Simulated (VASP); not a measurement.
# Cr (P6_3/mmc) in VASP: further runs

The runs below take Cr through single point, with r2SCAN.

Everything below comes from runs of VASP 6.6.1. Logs are shortened: lines on timing, memory, paths and dates and some standing lists are left out, and cuts for length are marked.

## Step 1: The cell of the first run

Symmetry: P6_3/mmc, No. 194, hexagonal system. Conventional cell: a = 2.423 Å, b = 2.423 Å, c = 4.411 Å, α = 90.00°, β = 90.00°, γ = 120.00°. Cr (site symmetry -6m2) has 12 Cr at 2.42 to 2.61 Å within 3.2 Å.

## Step 2: Single point, r2SCAN, collinear spin, ferromagnetic start (volume scaled by 0.96)

Contents of POSCAR:

```
Cr
1.0
    2.4234935657      0.0000000000      0.0000000000
   -1.2117467828      2.0988069938      0.0000000000
    0.0000000000      0.0000000000      4.4113021724
Cr
2
Direct
    0.3333333333      0.6666666667      0.2500000000
    0.6666666667      0.3333333333      0.7500000000
```

Contents of INCAR.step1:

```
PREC = Accurate ; ENCUT = 520
ISMEAR = -1 ; SIGMA = 0.05
LREAL = False ; LASPH = True
NELM = 150 ; ISPIN = 2
MAGMOM = 1.5 1.5 ; LMAXMIX = 4
NBANDS = 23 ; GGA = PE
ALGO = Normal ; EDIFF = 1E-4
LWAVE = True ; LCHARG = False
```

Contents of INCAR.step2:

```
PREC = Accurate ; ENCUT = 520
EDIFF = 1E-7 ; ISMEAR = -1
SIGMA = 0.05 ; LREAL = False
LASPH = True ; NELM = 150
ALGO = Normal ; ISIF = 2
LWAVE = False ; LCHARG = False
ISPIN = 2 ; MAGMOM = 1.5 1.5
LORBIT = 11 ; LMAXMIX = 4
METAGGA = R2SCAN ; LMIXTAU = True
NBANDS = 23 ; ISTART = 1
```

Contents of KPOINTS:

```
Automatic mesh
0
Gamma
  16 16 8
```

Potentials or basis: VASP PAW PBE potentials, release 64 (Cr_pv).

Run with:

```sh
cat potpaw_PBE.64/Cr_pv/POTCAR > POTCAR
cp INCAR.step1 INCAR
mpirun -np 1 vasp_std > vasp.out
cp INCAR.step2 INCAR
mpirun -np 1 vasp_std > vasp.out
```

OUTCAR:

```text
PREC = Accurate
   ENCUT = 520
   EDIFF = 1E-7
   ISMEAR = -1
   LREAL = False
   LASPH = True
   NELM = 150
   ISIF = 2
   ISPIN = 2
   LORBIT = 11
   METAGGA = R2SCAN
   ISTART = 1

 ion  position               nearest neighbor table
   1  0.333  0.667  0.250-   2 2.61   2 2.61   2 2.61   2 2.61   2 2.61   2 2.61
   2  0.667  0.333  0.750-   1 2.61   1 2.61   1 2.61   1 2.61   1 2.61   1 2.61

  LATTYP: Found a hexagonal cell.
 ALAT       =     2.4234935657
 C/A-ratio  =     1.8202244210

  Lattice vectors:

 A1 = (   2.4234935657,   0.0000000000,   0.0000000000)
 A2 = (  -1.2117467828,   2.0988069938,   0.0000000000)
 A3 = (   0.0000000000,   0.0000000000,   4.4113021724)

Analysis of symmetry for initial positions (statically):
=====================================================================
 Subroutine PRICEL returns:
 Original cell was already a primitive cell.

 Routine SETGRP: Setting up the symmetry group for a
 hexagonal supercell.

 Subroutine GETGRP returns: Found 24 space group operations
 (whereof 12 operations were pure point group operations)
 out of a pool of 24 trial point group operations.

The static configuration has the point symmetry D_3d.
 The point group associated with its full space group is D_6h.

Analysis of symmetry for dynamics (positions and initial velocities):
=====================================================================
 Subroutine PRICEL returns:
 Original cell was already a primitive cell.

 Routine SETGRP: Setting up the symmetry group for a
 hexagonal supercell.

 Subroutine GETGRP returns: Found 24 space group operations
 (whereof 12 operations were pure point group operations)
 out of a pool of 24 trial point group operations.

The dynamic configuration has the point symmetry D_3d.
 The point group associated with its full space group is D_6h.

Analysis of structural, dynamic, and magnetic symmetry:
=====================================================================
 Subroutine PRICEL returns:
 Original cell was already a primitive cell.

 Routine SETGRP: Setting up the symmetry group for a
 hexagonal supercell.

 Subroutine GETGRP returns: Found 24 space group operations
 (whereof 12 operations were pure point group operations)
 out of a pool of 24 trial point group operations.

The overall configuration has the point symmetry D_3d.
 The point group associated with its full space group is D_6h.

 Subroutine INISYM returns: Found 24 space group operations
 (whereof 12 operations are pure point group operations),
 and found     1 'primitive' translations

----------------------------------------------------------------------------------------

                                     Primitive cell

  volume of cell :      22.4378

  direct lattice vectors                    reciprocal lattice vectors
     2.423493566  0.000000000  0.000000000     0.412627462  0.238230576  0.000000000
    -1.211746783  2.098806994  0.000000000     0.000000000  0.476461153  0.000000000
     0.000000000  0.000000000  4.411302172     0.000000000  0.000000000  0.226690433

  length of vectors
     2.423493566  2.423493566  4.411302172     0.476461153  0.476461153  0.226690433

  position of ions in fractional coordinates (direct lattice)
     0.333333333  0.666666667  0.250000000
     0.666666667  0.333333333  0.750000000

  ion indices of the primitive-cell ions
   primitive index   ion index
                 1           1
                 2           2

----------------------------------------------------------------------------------------

 KPOINTS: Automatic mesh

Automatic generation of k-mesh.
 Grid dimensions read from file:
 generate k-points for:   16   16    8

 Generating k-lattice:

  Cartesian coordinates                     Fractional coordinates (reciprocal lattice)
     0.025789216  0.014889411  0.000000000     0.062500000 -0.000000000  0.000000000
     0.000000000  0.029778822  0.000000000     0.000000000  0.062500000  0.000000000
     0.000000000  0.000000000  0.028336304     0.000000000  0.000000000  0.125000000

  Length of vectors
     0.029778822  0.029778822  0.028336304

  Shift w.r.t. Gamma in fractional coordinates (k-lattice)
     0.000000000  0.000000000  0.000000000

 Subroutine IBZKPT returns following result:
 ===========================================

 Found    150 irreducible k-points:

 Following reciprocal coordinates:
            Coordinates               Weight
  0.000000  0.000000  0.000000      1.000000
  0.062500 -0.000000  0.000000      6.000000
  0.125000 -0.000000  0.000000      6.000000
  0.187500 -0.000000  0.000000      6.000000
  0.250000 -0.000000  0.000000      6.000000
  0.312500 -0.000000  0.000000      6.000000
[... 16 lines left out ...]
  0.187500  0.187500  0.000000      6.000000
  0.250000  0.187500  0.000000     12.000000
 [... further k-points ...]
   k-points           NKPTS =    150   k-points in BZ     NKDIM =    150   number of bands    NBANDS=     23
   number of dos      NEDOS =    301   number of ions     NIONS =      2
   total plane-waves  NPLWV =  11664
   dimension x,y,z NGX =    18 NGY =   18 NGZ =   36
   dimension x,y,z NGXF=    36 NGYF=   36 NGZF=   72
   ions per type =               2
   NGX,Y,Z   is equivalent  to a cutoff of  12.35, 12.35, 13.57 a.u.
   NGXF,Y,Z  is equivalent  to a cutoff of  24.70, 24.70, 27.13 a.u.
 SYSTEM =  unknown system
   PREC   = accura    normal or accurate (medium, high low for compatibility)
   ISTART =      1    job   : 0-new  1-cont  2-samecut
   ICHARG =      0    charge: 1-file 2-atom 10-const
   ISPIN  =      2    spin polarized calculation?
   LNONCOLLINEAR =      F non collinear calculations
   LSORBIT =      F    spin-orbit coupling
   LASPH  =      T    aspherical Exc in radial PAW
   ENCUT  =  520.0 eV  38.22 Ry    6.18 a.u.   4.51  4.51  8.20*2*pi/ulx,y,z
   NELM   =    150;   NELMIN=  2; NELMDL=  0     # of ELM steps
   EDIFF  = 0.1E-06   stopping-criterion for ELM
   LREAL  =      F    real-space projection
   EDIFFG = 0.1E-05   stopping-criterion for IOM
   NSW    =      0    number of steps for IOM
   IBRION =     -1    ionic relax: 0-MD 1-quasi-New 2-CG
   NFREE  =      0    steps in history (QN), initial steepest desc. (CG)
   ISIF   =      2    stress and relaxation
   ISYM   =      2    0-nonsym 1-usesym 2-fastsym
   POTIM  = 0.5000    time-step for ionic-motion
   TEBEG  =    0.0;   TEEND  =   0.0 temperature during run
   PSTRESS=    0.0 pullay stress
   NELECT =      24.0000    total number of electrons
   NUPDOWN=      -1.0000    fix difference up-down
   EMIN   =  10.00;   EMAX   =-10.00  energy-range for DOS
   EFERMI =   0.00;   METHOD = LEGACY
   ISMEAR =    -1;   SIGMA  =   0.05  broadening in eV -4-tet -1-fermi 0-gaus
   EFERMI_NEDOS =   21; number of points for ismear=-14 and -15
   IALGO  =     38    algorithm
   IMIX   =      4    mixing-type and parameters
     AMIX     =   0.40;   BMIX     =  1.00
     AMIX_MAG =   1.60;   BMIX_MAG =  1.00
  volume/ion in A,a.u.               =      11.22        75.71
  Fermi-wavevector in a.u.,A,eV,Ry     =   1.674242  3.163858 38.138296  2.803086
  Thomas-Fermi vector in A             =   2.759072
   LORBIT       =     11    0 simple, 1 ext, 2 COOP (PROOUT), +10 PAW based schemes
   METAGGA = R2SCAN    functional components
   LHFCALC =     F    Hartree Fock is set to
   AEXX    =    0.0000 exact exchange contribution
   IVDW    =     0    specifies the selected vdW correction
   LEPSILON=     F    determine dielectric tensor
   LRPA    =     F    only Hartree local field effects (RPA)
 spin polarized calculation
  energy-cutoff  :      520.00
  volume of cell :       22.44
 maximum number of plane-waves:       635
 NGX is ok and might be reduce to    18
   NGX =  9   NGY =  9   NGZ = 17

 number of electron      24.0000021 magnetization      -0.0000131

 Free energy of the ion-electron system (eV)
  ---------------------------------------------------
  ext. energy  EPLUGINS =         0.00000000
  ---------------------------------------------------
  free energy    TOTEN  =       -28.65424057 eV

  energy without entropy =      -28.63206685  energy(sigma->0) =      -28.64315371

 E-fermi :  11.2285     XC(G=0): -15.1397

 val. band max:       11.2284734515   @ k =   0.2500   0.1875   0.1250
 cond. band min:      11.2295053822   @ k =   0.0625  -0.0000   0.1250
 fundamental gap:      0.0010319308
 Fermi energy:        11.2285052191

 spin component 1

 k-point     1 :       0.0000    0.0000    0.0000
  band No.  band energies     occupation
      1     -33.7776      1.00000
      2     -32.9671      1.00000
      3     -32.7440      1.00000
      4     -32.7440      1.00000
      5     -32.6734      1.00000
      6     -32.6734      1.00000
[... 15 lines left out ...]
     22      32.0107      0.00000
     23      32.6110      0.00000
[... 575 lines left out ...]
      1     -33.5903      1.00000
      2     -33.5395      1.00000
      3     -33.4003      1.00000
      4     -33.1040      1.00000
      5     -33.0341      1.00000
      6     -33.0142      1.00000
[... 15 lines left out ...]
     22      24.6260      0.00000
     23      26.1198      0.00000

 [... further k-points ...]

 spin component 2

 k-point     1 :       0.0000    0.0000    0.0000
  band No.  band energies     occupation
      1     -33.7776      1.00000
      2     -32.9671      1.00000
      3     -32.7440      1.00000
      4     -32.7440      1.00000
      5     -32.6734      1.00000
      6     -32.6734      1.00000
[... 15 lines left out ...]
     22      32.0107      0.00000
     23      32.6110      0.00000
[... 575 lines left out ...]
      1     -33.5903      1.00000
      2     -33.5395      1.00000
      3     -33.4003      1.00000
      4     -33.1040      1.00000
      5     -33.0341      1.00000
      6     -33.0142      1.00000
[... 15 lines left out ...]
     22      24.6260      0.00000
     23      26.1198      0.00000

 [... further k-points ...]

------------------------ aborting loop because EDIFF is reached ----------------------------------------

  FORCE on cell =-STRESS in cart. coord.  units (eV):
  Direction    XX          YY          ZZ          XY          YZ          ZX
  --------------------------------------------------------------------------------------
  -------------------------------------------------------------------------------------
  Total        1.7874992      1.7874992      1.5741695      0.0000000      0.0000000     -0.0000000
  in kB      127.6366063    127.6366063    112.4037766      0.0000000      0.0000000     -0.0000000
  external PRESSURE =     122.5589964 kB  Pullay stress =       0.0000000 kB

 VOLUME and BASIS-vectors are now :
 -----------------------------------------------------------------------------
  energy-cutoff  :      520.00
  volume of cell :       22.44
      direct lattice vectors                 reciprocal lattice vectors
     2.423493566  0.000000000  0.000000000     0.412627462  0.238230576  0.000000000
    -1.211746783  2.098806994  0.000000000     0.000000000  0.476461153  0.000000000
     0.000000000  0.000000000  4.411302172     0.000000000  0.000000000  0.226690433

 POSITION                                       TOTAL-FORCE (eV/Angst)
 -----------------------------------------------------------------------------------
     -0.00000      1.39920      1.10283        -0.000000      0.000000      0.000000
      1.21175      0.69960      3.30848         0.000000      0.000000      0.000000
 -----------------------------------------------------------------------------------
    total drift:                                0.000000     -0.000000      0.000000

  FREE ENERGIE OF THE ION-ELECTRON SYSTEM (eV)
  ---------------------------------------------------
  free  energy   TOTEN  =       -28.6542405701 eV

  energy  without entropy=      -28.6320668490  energy(sigma->0) =      -28.64315371

 total charge

# of ion       s       p       d       tot
------------------------------------------
    1        0.707   6.426   4.248  11.381
    2        0.707   6.426   4.248  11.381
--------------------------------------------------
tot          1.415  12.852   8.496  22.763

 magnetization (x)

# of ion       s       p       d       tot
------------------------------------------
    1       -0.000  -0.000  -0.000  -0.000
    2       -0.000  -0.000  -0.000  -0.000
--------------------------------------------------
tot         -0.000  -0.000  -0.000  -0.000
```

Wall time 8 min (1 thread of AMD EPYC 7R13 (Zen 3), shared host); peak memory 0.2 GiB.

What came out:

| Item | Value |
| --- | --- |
| Free energy | -28.6542 eV |
| Pressure | 12.3 GPa |
| Band gap on the k mesh | zero (filled and empty bands overlap) |
| Net moment | 0.00 μB per cell |
| Valence electrons inside the program's atomic spheres | Cr 11.38 |

Stress tensor (GPa, compression positive):
```
12.76  0.00  0.00
 0.00 12.76  0.00
 0.00  0.00 11.24
```

Levels at points of the mesh, in eV from the Fermi level:
Spin up:
| k point | band 8 | band 9 | band 10 | band 11 | band 12 | band 13 | band 14 | band 15 | band 16 | band 17 |
| --- | --- | --- | --- | --- | --- | --- | --- | --- | --- | --- |
| (0.00, 0.00, 0.00) | -4.67 | -1.65 | -0.67 | -0.42 | -0.42 | -0.07 | -0.07 | 1.40 | 1.40 | 2.56 |
| (0.50, 0.00, 0.00) | -3.95 | -3.86 | -1.10 | -0.73 | -0.50 | 0.03 | 2.64 | 3.20 | 3.32 | 3.51 |
| (0.00, 0.00, 0.50) | -6.29 | -2.07 | -2.07 | -0.37 | -0.37 | -0.37 | -0.37 | 2.13 | 2.13 | 2.13 |
| (0.50, 0.00, 0.50) | -4.46 | -2.90 | -2.90 | 1.19 | 1.19 | 1.31 | 1.31 | 3.27 | 3.27 | 3.51 |
Spin down:
```tsv
k point	band 10	band 11	band 12	band 13	band 14	band 15
(0.00, 0.00, 0.00)	-0.67	-0.42	-0.42	-0.07	-0.07	1.40
(0.50, 0.00, 0.00)	-1.10	-0.73	-0.50	0.03	2.64	3.20
(0.00, 0.00, 0.50)	-2.07	-0.37	-0.37	-0.37	-0.37	2.13
(0.50, 0.00, 0.50)	-2.90	1.19	1.19	1.31	1.31	3.27
```

Caveat: the cell differs from its parent crystal (volume scaled by 0.96); the starting moments collapsed, and a magnetic state may lie lower; the PAW data sets were made with another functional, which shifts forces and pressure a little.

## Step 3: Single point, r2SCAN, collinear spin, ferromagnetic start

This run uses another cell than the first one, of 11.69 Å³/atom, 1.042 times its volume.

Contents of POSCAR:

```
Cr
1.0
    2.4566962336      0.0000000000      0.0000000000
   -1.2283481168      2.1275613477      0.0000000000
    0.0000000000      0.0000000000      4.4717384793
Cr
2
Direct
    0.3333333333      0.6666666667      0.2500000000
    0.6666666667      0.3333333333      0.7500000000
```

Contents of INCAR.step1:

```
SYSTEM = Cr
PREC     = Accurate       ! precision mode
ENCUT    = 520            ! plane-wave cutoff, eV
ISMEAR   = -1             ! smearing method
SIGMA    = 0.05           ! smearing width, eV
LREAL    = .False.        ! projectors in reciprocal space
LASPH    = .True.         ! aspherical terms in the spheres
NELM     = 150            ! most SCF steps
ISPIN    = 2              ! spin polarisation
MAGMOM   = 1.5 1.5        ! initial moments
LMAXMIX  = 4              ! l up to which the mixer works
NBANDS   = 23             ! bands
GGA      = PE             ! functional
ALGO     = Normal         ! electronic algorithm
EDIFF    = 1E-4           ! SCF threshold, eV
LWAVE    = .True.         ! write WAVECAR
LCHARG   = .False.        ! write CHGCAR
```

Contents of INCAR.step2:

```
SYSTEM = Cr
PREC     = Accurate       ! precision mode
ENCUT    = 520            ! plane-wave cutoff, eV
EDIFF    = 1E-7           ! SCF threshold, eV
ISMEAR   = -1             ! smearing method
SIGMA    = 0.05           ! smearing width, eV
LREAL    = .False.        ! projectors in reciprocal space
LASPH    = .True.         ! aspherical terms in the spheres
NELM     = 150            ! most SCF steps
ALGO     = Normal         ! electronic algorithm
ISIF     = 2              ! what is computed and relaxed
LWAVE    = .False.        ! write WAVECAR
LCHARG   = .False.        ! write CHGCAR
ISPIN    = 2              ! spin polarisation
MAGMOM   = 1.5 1.5        ! initial moments
LORBIT   = 11             ! projections on sites
LMAXMIX  = 4              ! l up to which the mixer works
METAGGA  = R2SCAN         ! meta-GGA
LMIXTAU  = .True.       
NBANDS   = 23             ! bands
ISTART   = 1
```

Contents of KPOINTS:

```
regular mesh
0
Gamma
  16 16 8
  0 0 0
```

Potentials or basis: VASP PAW PBE potentials, release 64 (Cr_pv).

Run with:

```sh
cat potpaw_PBE.64/Cr_pv/POTCAR > POTCAR
cp INCAR.step1 INCAR
mpirun -np 1 vasp_std > vasp.out
cp INCAR.step2 INCAR
mpirun -np 1 vasp_std > vasp.out
```

It took 8.9 min on 1 thread of AMD EPYC 7R13 (Zen 3), shared host; peak memory 0.2 GiB.

The run converged. Its results:

```yaml
Free_energy: -28.6914 eV
Pressure: 0.8 GPa
Band_gap_on_the_k_mesh: zero (filled and empty bands overlap)
Net_moment: 0.00 μB per cell
Valence_electrons_inside_the_program's_atomic_spheres: Cr 11.30
```

Stress tensor (GPa, compression positive):
```
0.76 0.00 0.00
0.00 0.76 0.00
0.00 0.00 0.97
```

Levels at points of the mesh, in eV from the Fermi level:
Spin up:
```csv
k point,band 8,band 9,band 10,band 11,band 12,band 13,band 14,band 15,band 16,band 17
"(0.00, 0.00, 0.00)",-4.52,-1.57,-0.71,-0.39,-0.39,-0.06,-0.06,1.34,1.34,2.44
"(0.50, 0.00, 0.00)",-3.80,-3.63,-1.03,-0.75,-0.48,0.05,2.50,3.03,3.14,3.40
"(0.00, 0.00, 0.50)",-6.22,-1.98,-1.98,-0.34,-0.34,-0.34,-0.34,2.03,2.03,2.03
"(0.50, 0.00, 0.50)",-4.24,-2.74,-2.74,1.15,1.15,1.21,1.21,3.09,3.09,3.40
```
Spin down:
```csv
k point,band 9,band 10,band 11,band 12,band 13,band 14,band 15,band 16
"(0.00, 0.00, 0.00)",-1.57,-0.71,-0.39,-0.39,-0.06,-0.06,1.34,1.34
"(0.50, 0.00, 0.00)",-3.63,-1.03,-0.75,-0.48,0.05,2.50,3.03,3.14
"(0.00, 0.00, 0.50)",-1.98,-1.98,-0.34,-0.34,-0.34,-0.34,2.03,2.03
"(0.50, 0.00, 0.50)",-2.74,-2.74,1.15,1.15,1.21,1.21,3.09,3.09
```

Caveat: the starting moments collapsed, and a magnetic state may lie lower; the PAW data sets were made with another functional, which shifts forces and pressure a little.

(Part 1 of 2 ends here.)
